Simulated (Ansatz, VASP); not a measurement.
# Two plane-wave programs on Au

```
Au
1.0
     2.81897    0.00000    0.00000
    -1.40948    2.44130    0.00000
     0.00000    0.00000    4.94896
Au
2
Direct
  0.33333 0.66667 0.75000
  0.66667 0.33333 0.25000
```

Alike in both runs: task single point; functional PBEsol; k mesh 24 × 24 × 14; occupations gaussian, width 0.15 eV; no spin polarisation.

|  | VASP | Ansatz |
| --- | --- | --- |
| version | VASP 6.6.1 | Ansatz 0.2.0 |
| potentials or method | VASP PAW PBE potentials, release 64 (Au), cutoff 520 eV | scalar-relativistic, plane waves, PAW |
| valence electrons in the cell | 22 | 38 |

```tsv
	VASP	Ansatz	Ansatz less VASP
gap on the k mesh at the Fermi level (eV)	none	none	-
pressure (GPa)	0.4	0.7	+0.28
traceless stress, the component that is largest in VASP (GPa)	-2.82	-2.82	-0.003
```

VASP's potentials were made for PBE, not for PBEsol. A gap of «none» marks a metal or a gap that the smearing closes. VASP's potentials hold 22 valence electrons a cell and Ansatz's 38, so a difference there can come from the potentials and not from the codes.

Neither program's run includes spin-orbit coupling.
